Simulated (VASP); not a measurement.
# Pb (R-3m) in VASP: single point with PBE

Aim: the single point of Pb with PBE.

Program: VASP 6.6.1. These are calculated values, not measurements. Logs are shortened: lines on timing, memory, paths and dates and some standing lists are left out, and cuts for length are marked.

**1. The cell of the first run**

The typed cell holds 2 atoms: a = 4.601 Å, b = 4.601 Å, c = 4.601 Å, α = 59.97°, β = 59.97°, γ = 59.97°.

**2. Single point, PBE**

INCAR

```
ALGO     = Fast           # electronic algorithm
EDIFF    = 1E-6           # SCF threshold, eV
ENCUT    = 520            # plane-wave cutoff, eV
GGA      = PE             # functional
ISIF     = 2              # what is computed and relaxed
ISMEAR   = 0              # smearing method
LASPH    = T              # aspherical terms in the spheres
LCHARG   = F              # write CHGCAR
LREAL    = F              # projectors in reciprocal space
LWAVE    = F              # write WAVECAR
NBANDS   = 21             # bands
NELM     = 80             # most SCF steps
PREC     = Accurate       # precision mode
SIGMA    = 0.1            # smearing width, eV
```

KPOINTS

```
k-points
0
Gamma
  6 6 6
```

POSCAR

```
Pb
1.0
    2.2994309973      1.3275771053      3.7572348088
   -2.2994309973      1.3275771053      3.7572348088
    0.0000000000     -2.6551542105      3.7572348088
Pb
2
Direct
    0.2499920162      0.2499920162      0.2499920162
    0.7500079838      0.7500079838      0.7500079838
```

Potentials or basis: VASP PAW PBE potentials, release 64 (Pb_d).

On the command line:

```
$ cat potpaw_PBE.64/Pb_d/POTCAR > POTCAR
$ mpirun -np 1 vasp_std > vasp.out
```

OUTCAR:

```text
EDIFF = 1E-6
   ENCUT = 520
   GGA = PE
   ISIF = 2
   ISMEAR = 0
   LASPH = T
   LREAL = F
   NELM = 80
   PREC = Accurate

 ion  position               nearest neighbor table
   1  0.250  0.250  0.250-   2 3.25   2 3.25   2 3.25   2 3.25   2 3.25   2 3.25
   2  0.750  0.750  0.750-   1 3.25   1 3.25   1 3.25   1 3.25   1 3.25   1 3.25

  LATTYP: Found a trigonal (rhomboedric) cell.
 ALAT       =     4.6007235616
 COS(alpha) =     0.5004045430

  Lattice vectors:

 A1 = (   2.2994309973,   1.3275771053,   3.7572348088)
 A2 = (  -2.2994309973,   1.3275771053,   3.7572348088)
 A3 = (   0.0000000000,  -2.6551542105,   3.7572348088)

Analysis of symmetry for initial positions (statically):
=====================================================================
 Subroutine PRICEL returns:
 Original cell was already a primitive cell.

 Routine SETGRP: Setting up the symmetry group for a
 trigonal (rhombohedral) supercell.

 Subroutine GETGRP returns: Found 12 space group operations
 (whereof 12 operations were pure point group operations)
 out of a pool of 12 trial point group operations.

The static configuration has the point symmetry D_3d.

Analysis of symmetry for dynamics (positions and initial velocities):
=====================================================================
 Subroutine PRICEL returns:
 Original cell was already a primitive cell.

 Routine SETGRP: Setting up the symmetry group for a
 trigonal (rhombohedral) supercell.

 Subroutine GETGRP returns: Found 12 space group operations
 (whereof 12 operations were pure point group operations)
 out of a pool of 12 trial point group operations.

The dynamic configuration has the point symmetry D_3d.

 Subroutine INISYM returns: Found 12 space group operations
 (whereof 12 operations are pure point group operations),
 and found     1 'primitive' translations

----------------------------------------------------------------------------------------

                                     Primitive cell

  volume of cell :      68.8176

  direct lattice vectors                    reciprocal lattice vectors
     2.299430997  1.327577105  3.757234809     0.217445099  0.125541986  0.088717727
    -2.299430997  1.327577105  3.757234809    -0.217445099  0.125541986  0.088717727
     0.000000000 -2.655154211  3.757234809     0.000000000 -0.251083972  0.088717727

  length of vectors
     4.600723562  4.600723562  4.600723562     0.266296820  0.266296820  0.266296820

  position of ions in fractional coordinates (direct lattice)
     0.249992016  0.249992016  0.249992016
     0.750007984  0.750007984  0.750007984

  ion indices of the primitive-cell ions
   primitive index   ion index
                 1           1
                 2           2

----------------------------------------------------------------------------------------

 KPOINTS: k-points

Automatic generation of k-mesh.
 Grid dimensions read from file:
 generate k-points for:    6    6    6

 Generating k-lattice:

  Cartesian coordinates                     Fractional coordinates (reciprocal lattice)
     0.036240850  0.020923664  0.014786288     0.166666667 -0.000000000  0.000000000
    -0.036240850  0.020923664  0.014786288    -0.000000000  0.166666667  0.000000000
     0.000000000 -0.041847329  0.014786288     0.000000000  0.000000000  0.166666667

  Length of vectors
     0.044382803  0.044382803  0.044382803

  Shift w.r.t. Gamma in fractional coordinates (k-lattice)
     0.000000000  0.000000000  0.000000000

 Subroutine IBZKPT returns following result:
 ===========================================

 Found     32 irreducible k-points:

 Following reciprocal coordinates:
            Coordinates               Weight
  0.000000  0.000000  0.000000      1.000000
  0.166667  0.000000  0.000000      6.000000
  0.333333  0.000000  0.000000      6.000000
  0.500000  0.000000 -0.000000      3.000000
  0.166667  0.166667  0.000000      6.000000
  0.333333  0.166667 -0.000000     12.000000
[... 16 lines left out ...]
  0.500000  0.500000  0.166667      6.000000
 -0.333333  0.500000  0.166667     12.000000
 [... further k-points ...]
   k-points           NKPTS =     32   k-points in BZ     NKDIM =     32   number of bands    NBANDS=     21
   number of dos      NEDOS =    301   number of ions     NIONS =      2
   total plane-waves  NPLWV =  46656
   dimension x,y,z NGX =    36 NGY =   36 NGZ =   36
   dimension x,y,z NGXF=    72 NGYF=   72 NGZF=   72
   ions per type =               2
   NGX,Y,Z   is equivalent  to a cutoff of  13.01, 13.01, 13.01 a.u.
   NGXF,Y,Z  is equivalent  to a cutoff of  26.02, 26.02, 26.02 a.u.
 SYSTEM =  unknown system
   PREC   = accura    normal or accurate (medium, high low for compatibility)
   ISTART =      0    job   : 0-new  1-cont  2-samecut
   ICHARG =      2    charge: 1-file 2-atom 10-const
   ISPIN  =      1    spin polarized calculation?
   LNONCOLLINEAR =      F non collinear calculations
   LSORBIT =      F    spin-orbit coupling
   LASPH  =      T    aspherical Exc in radial PAW
   ENCUT  =  520.0 eV  38.22 Ry    6.18 a.u.   8.55  8.55  8.55*2*pi/ulx,y,z
   NELM   =     80;   NELMIN=  2; NELMDL= -5     # of ELM steps
   EDIFF  = 0.1E-05   stopping-criterion for ELM
   LREAL  =      F    real-space projection
   EDIFFG = 0.1E-04   stopping-criterion for IOM
   NSW    =      0    number of steps for IOM
   IBRION =     -1    ionic relax: 0-MD 1-quasi-New 2-CG
   NFREE  =      0    steps in history (QN), initial steepest desc. (CG)
   ISIF   =      2    stress and relaxation
   ISYM   =      2    0-nonsym 1-usesym 2-fastsym
   POTIM  = 0.5000    time-step for ionic-motion
   TEBEG  =    0.0;   TEEND  =   0.0 temperature during run
   PSTRESS=    0.0 pullay stress
   NELECT =      28.0000    total number of electrons
   NUPDOWN=      -1.0000    fix difference up-down
   EMIN   =  10.00;   EMAX   =-10.00  energy-range for DOS
   EFERMI =   0.00;   METHOD = LEGACY
   ISMEAR =     0;   SIGMA  =   0.10  broadening in eV -4-tet -1-fermi 0-gaus
   EFERMI_NEDOS =   21; number of points for ismear=-14 and -15
   IALGO  =     68    algorithm
   IMIX   =      4    mixing-type and parameters
     AMIX     =   0.40;   BMIX     =  1.00
     AMIX_MAG =   1.60;   BMIX_MAG =  1.00
  volume/ion in A,a.u.               =      34.41       232.20
  Fermi-wavevector in a.u.,A,eV,Ry     =   1.213093  2.292414 20.022276  1.471596
  Thomas-Fermi vector in A             =   2.348557
   LORBIT       =      0    0 simple, 1 ext, 2 COOP (PROOUT), +10 PAW based schemes
   GGA     = PE    functional components
   LHFCALC =     F    Hartree Fock is set to
   AEXX    =    0.0000 exact exchange contribution
   IVDW    =     0    specifies the selected vdW correction
   LEPSILON=     F    determine dielectric tensor
   LRPA    =     F    only Hartree local field effects (RPA)
 non-spin polarized calculation
 RMM-DIIS sequential band-by-band and
 Gauss-broadening in eV      SIGMA  =   0.10
  energy-cutoff  :      520.00
  volume of cell :       68.82
 maximum number of plane-waves:      1874
 NGX is ok and might be reduce to    36
   NGX = 17   NGY = 17   NGZ = 17

 number of electron      28.0000006 magnetization

 Free energy of the ion-electron system (eV)
  ---------------------------------------------------
  ext. energy  EPLUGINS =         0.00000000
  ---------------------------------------------------
  free energy    TOTEN  =        -6.74486235 eV

  energy without entropy =       -6.73448749  energy(sigma->0) =       -6.73967492

 E-fermi :   5.5956     XC(G=0):  -9.4879

 val. band max:        5.5899843674   @ k =   0.3333   0.3333   0.1667
 cond. band min:       5.8481073497   @ k =  -0.3333   0.5000   0.1667
 fundamental gap:      0.2581229824
 Fermi energy:         5.5956298116

 k-point     1 :       0.0000    0.0000    0.0000
  band No.  band energies     occupation
      1     -11.4713      2.00000
      2     -11.4713      2.00000
      3     -11.2469      2.00000
      4     -11.2466      2.00000
      5     -11.2466      2.00000
      6     -10.9279      2.00000
[... 13 lines left out ...]
     20      12.0823      0.00000
     21      12.0835      0.00000

 k-point     2 :       0.1667    0.0000    0.0000
  band No.  band energies     occupation
      1     -11.4266      2.00000
      2     -11.4266      2.00000
      3     -11.2261      2.00000
      4     -11.2230      2.00000
      5     -11.2228      2.00000
      6     -10.9481      2.00000
[... 13 lines left out ...]
     20      12.5728      0.00000
     21      12.5803      0.00000

 k-point     3 :       0.3333    0.0000    0.0000
  band No.  band energies     occupation
      1     -11.3019      2.00000
      2     -11.3018      2.00000
      3     -11.1683      2.00000
      4     -11.1598      2.00000
      5     -11.1596      2.00000
      6     -11.0056      2.00000
[... 13 lines left out ...]
     20      13.9797      0.00000
     21      13.9883      0.00000

 k-point     4 :       0.5000    0.0000   -0.0000
  band No.  band energies     occupation
      1     -11.1268      2.00000
      2     -11.1268      2.00000
      3     -11.1268      2.00000
      4     -11.1267      2.00000
      5     -11.0870      2.00000
      6     -11.0870      2.00000
[... 13 lines left out ...]
     20      15.2071      0.00000
     21      16.1182      0.00000

 k-point     5 :       0.1667    0.1667    0.0000
  band No.  band energies     occupation
      1     -11.4642      2.00000
      2     -11.3684      2.00000
      3     -11.2543      2.00000
      4     -11.2001      2.00000
      5     -11.1999      2.00000
      6     -10.9646      2.00000
[... 13 lines left out ...]
     20      13.3519      0.00000
     21      13.3569      0.00000
[... 382 lines left out ...]
     20      12.5473      0.00000
     21      16.4770      0.00000

 k-point    22 :      -0.1667    0.3333    0.1667
  band No.  band energies     occupation
      1     -11.3818      2.00000
      2     -11.2205      2.00000
      3     -11.1614      2.00000
      4     -11.1140      2.00000
      5     -11.1095      2.00000
      6     -11.0856      2.00000
[... 13 lines left out ...]
     20      15.0717      0.00000
     21      15.0849      0.00000

 k-point    23 :       0.5000    0.5000    0.1667
  band No.  band energies     occupation
      1     -11.4025      2.00000
      2     -11.2490      2.00000
      3     -11.2345      2.00000
      4     -11.0774      2.00000
      5     -11.0748      2.00000
      6     -11.0701      2.00000
[... 13 lines left out ...]
     20      15.4901      0.00000
     21      15.9789      0.00000

 k-point    24 :      -0.3333    0.5000    0.1667
  band No.  band energies     occupation
      1     -11.3729      2.00000
      2     -11.2826      2.00000
      3     -11.2272      2.00000
      4     -11.1252      2.00000
      5     -11.0686      2.00000
      6     -11.0599      2.00000
[... 13 lines left out ...]
     20      14.4079      0.00000
     21      16.8562      0.00000

 [... further k-points ...]
[... 5 lines left out ...]
  --------------------------------------------------------------------------------------
  -------------------------------------------------------------------------------------
  Total       -0.0205245     -0.0205245     -0.0237438      0.0000000     -0.0000000      0.0000000
  in kB       -0.4778409     -0.4778409     -0.5527915      0.0000000     -0.0000000      0.0000000
  external PRESSURE =      -0.5028244 kB  Pullay stress =       0.0000000 kB

 VOLUME and BASIS-vectors are now :
 -----------------------------------------------------------------------------
  energy-cutoff  :      520.00
  volume of cell :       68.82
      direct lattice vectors                 reciprocal lattice vectors
     2.299430997  1.327577105  3.757234809     0.217445099  0.125541986  0.088717727
    -2.299430997  1.327577105  3.757234809    -0.217445099  0.125541986  0.088717727
     0.000000000 -2.655154211  3.757234809     0.000000000 -0.251083972  0.088717727

 POSITION                                       TOTAL-FORCE (eV/Angst)
 -----------------------------------------------------------------------------------
      0.00000      0.00000      2.81784         0.000000      0.000000      0.000384
      0.00000      0.00000      8.45387         0.000000     -0.000000     -0.000384
 -----------------------------------------------------------------------------------
    total drift:                               -0.000000     -0.000000      0.000000

  FREE ENERGIE OF THE ION-ELECTRON SYSTEM (eV)
  ---------------------------------------------------
  free  energy   TOTEN  =        -6.7448623512 eV

  energy  without entropy=       -6.7344874901  energy(sigma->0) =       -6.73967492
```

Wall time 26 s (1 thread of Intel Xeon Platinum 8559C (Emerald Rapids), shared host); peak memory 0.22 GiB.

What came out:

- Free energy: -6.7449 eV
- Pressure: -0.1 GPa
- Band gap on the k mesh: zero (band 14 reaches 7.11 eV, above the bottom of band 15 at 3.97 eV)

Caveat: spin-orbit coupling is left out, which moves the levels of the heavy elements.
